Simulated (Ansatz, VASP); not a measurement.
## HfVS3 in VASP and in Ansatz

```
CELL_PARAMETERS angstrom
3.43764 0.00000 0.00000
0.00000 3.43764 0.00000
0.00000 0.00000 7.98328
ATOMIC_POSITIONS crystal
Hf 0.00000 0.00000 0.50000
V 0.50000 0.50000 0.00000
S 0.00000 0.00000 0.17277
S 0.00000 0.00000 0.82723
S 0.50000 0.50000 0.50000
```

Alike in both runs: functional PBE; k mesh 4 × 4 × 4; occupations gaussian, width 0.1 eV; collinear spin.

Ansatz relaxed the structure, and its values are those at the end. VASP's run is a single point on that final structure, the one shown.

```csv
,VASP,Ansatz
version,VASP 6.6.1,Ansatz 0.2.0
potentials or method,"VASP PAW PBE potentials, release 64 (Hf_pv, V_sv, S), cutoff 520 eV","scalar-relativistic, plane waves, PAW"
valence electrons in the cell,41,57
```

|  | VASP | Ansatz | Ansatz less VASP |
| --- | --- | --- | --- |
| gap on the k mesh at the Fermi level (eV) | none | none | - |
| pressure (GPa) | -0.5 | -0.2 | +0.31 |
| rms of the force components (eV/Å) | 0.006 | 0.004 | -0.0021 |
| net moment per atom (μB) | 0.45 | 0.45 | +0.001 |
| size of the moment on the site where the two differ most (μB) | 2.22 | 2.21 | -0.010 |

Site moments also hang on the region over which each program counts them. A gap of «none» marks a metal or a gap that the smearing closes. VASP's potentials hold 41 valence electrons a cell and Ansatz's 57, so a difference there can come from the potentials and not from the codes.

The k mesh is coarse, so the values compare programs but aren't converged. Spin-orbit coupling is off throughout.
